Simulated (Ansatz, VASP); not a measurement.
**One calculation of SiGe5, two programs**

```
CELL_PARAMETERS angstrom
0.00000 -3.98109 0.00000
3.98109 0.00000 0.00000
-1.99055 1.99055 8.44082
ATOMIC_POSITIONS crystal
Ge 0.16667 0.16667 0.33333
Ge 0.58225 0.08225 0.16450
Ge 0.49747 0.49747 0.99495
Ge 0.25108 0.75108 0.50217
Ge 0.83586 0.83586 0.67172
Si 0.91667 0.41667 0.83333
```

Alike in both runs: functional PBEsol; k mesh 10 × 10 × 10; occupations gaussian, width 0.1 eV; no spin polarisation.

Ansatz relaxed the structure, and its values are those at the end. VASP's run is a single point on that final structure, the one shown.

```csv
,VASP,Ansatz
version,VASP 6.6.1,Ansatz 0.2.0
potentials or method,"VASP PAW PBE potentials, release 64 (Ge_d, Si), cutoff 520 eV","scalar-relativistic, plane waves, PAW"
valence electrons in the cell,74,74
```

```csv
,VASP,Ansatz,Ansatz less VASP
gap on the k mesh at the Fermi level (eV),0.32,0.31,-0.006
least direct gap on the mesh (eV),0.43,0.42,-0.010
pressure (GPa),0.0,0.0,-0.01
```

VASP's potentials were made for PBE, not for PBEsol.
